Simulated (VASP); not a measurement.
Here is a VASP 6.6.1 calculation.

File INCAR:

```
SYSTEM = O
PREC = Accurate ; ENCUT = 520
EDIFF = 1E-8 ; ISMEAR = -1
SIGMA = 0.02 ; LREAL = .FALSE.
LASPH = .TRUE. ; NELM = 100
ALGO = Normal ; ISIF = 2
LWAVE = .FALSE. ; LCHARG = .FALSE.
GGA = PE ; LEFG = .TRUE.
NBANDS = 13
```

The input KPOINTS:

```
Automatic mesh
0
G
  10 10 10
  0 0 0
```

The input POSCAR:

```
O
1.0
    1.4327754493      0.8272132913      3.4308721810
   -1.4327754493      0.8272132913      3.4308721810
    0.0000000000     -1.6544265826      3.4308721810
O
2
Direct
    0.0577000000      0.0577000000      0.0577000000
    0.9423000000      0.9423000000      0.9423000000
```

Potentials or basis: VASP PAW PBE potentials, release 64 (O).

The run is started by

```console
$ cat potpaw_PBE.64/O/POTCAR > POTCAR
$ mpirun -np 1 vasp_std > vasp.out
```

Task: Estimate the largest force.

Result: 3.528 eV/Å.

Task: Predict the pressure.

Result: 6.9 GPa.

Task: What does it give for the band gap on the k mesh?

Result: Zero (bands 6 and 7 overlap by 1.24 eV).

Stress tensor (GPa, compression positive):
```
-6.30  0.00  0.00
 0.00 -6.30  0.00
 0.00  0.00 33.41
```

Caveat: the standard files for N, O and F lose accuracy on very short bonds; spin is off for a triplet molecule; the stress differs along the axes, from -6 to 33 GPa; this functional lacks dispersion, which holds the molecules together, so the pressure and a relaxed volume are unreliable; without QUAD_EFG the Cq values of the log hold for a quadrupole moment of 1 mb, not for the nuclei; forces of over 1 eV/Å act on the atoms, so gaps and moduli don't describe the material at rest.
